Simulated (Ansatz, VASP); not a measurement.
# One calculation of Os, two programs

```
Os
1.0
     0.00000    1.92535    1.92535
     1.92535    0.00000    1.92535
     1.92535    1.92535    0.00000
Os
1
Direct
  0.00000 0.00000 0.00000
```

Change from the starting cell: volume scaled by 0.97, PAW files.

Alike in both runs: task electric field gradients; functional PBE; k mesh 14 × 14 × 14; occupations fermi-dirac, width 0.03 eV; no spin polarisation.

|  | VASP | Ansatz |
| --- | --- | --- |
| version | VASP 6.6.1 | Ansatz 0.2.0 |
| potentials or method | VASP PAW PBE potentials, release 64 (Os) | PAW with Ansatz's default frozen-core files, scalar-relativistic |
| plane-wave cutoff (eV) | 520 | 420 |
| valence electrons in the cell | 8 | 16 |

```tsv
	VASP	Ansatz	Ansatz less VASP
pressure (GPa)	1.8	1.9	+0.09
```

With one functional, cell and mesh, what is left measures potentials, basis and numerics. VASP's potentials hold 8 valence electrons a cell and Ansatz's 16, so a difference there can come from the potentials and not from the codes.

Spin-orbit coupling is off throughout.
